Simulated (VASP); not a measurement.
Set up this calculation in VASP 6.6.1, as the native input.

```
Task                   : single point
Functional             : PBEsol
Potentials or basis    : VASP PAW PBE potentials, release 64 (Na_pv)
Cutoff                 : 520 eV
k mesh                 : 12 × 12 × 12
Occupations            : fermi-dirac, width 0.05 eV
Spin                   : no spin polarisation
Dipole correction      : no
Further INCAR settings : ALGO = Normal; EDIFF = 1e-06; NBANDS = 10
```

The structure of Na lies in POSCAR:

```
Na
1.0
   -2.1590301515      2.1590301515      2.1590301515
    2.1590301515     -2.1590301515      2.1590301515
    2.1590301515      2.1590301515     -2.1590301515
Na
1
Direct
    0.0000000000      0.0000000000      0.0000000000
```

This cell differs from its parent crystal: volume scaled by 1.06.

The input as run:

INCAR

```
PREC = Accurate
ENCUT = 520
EDIFF = 1E-6
ISMEAR = -1
SIGMA = 0.05
LREAL = F
LASPH = T
NELM = 100
ALGO = Normal
ISIF = 2
LWAVE = F
LCHARG = T
GGA = PS
LELF = T
LVHAR = T
NBANDS = 10
```

KPOINTS

```
Automatic mesh
0
Gamma
  12 12 12
```

Potentials or basis: VASP PAW PBE potentials, release 64 (Na_pv).

Run with:

```sh
$ cat potpaw_PBE.64/Na_pv/POTCAR > POTCAR
$ mpirun -np 1 vasp_std > vasp.out
```

It gave:

```yaml
Pressure: -0.7 GPa
```

Caveat: the PAW data sets were made with another functional, which shifts forces and pressure a little.

Wall time 21 s on 1 thread of AMD EPYC 7R43 64-Core Processor (Zen 3), with other jobs on the host, peak memory 0.13 GiB.
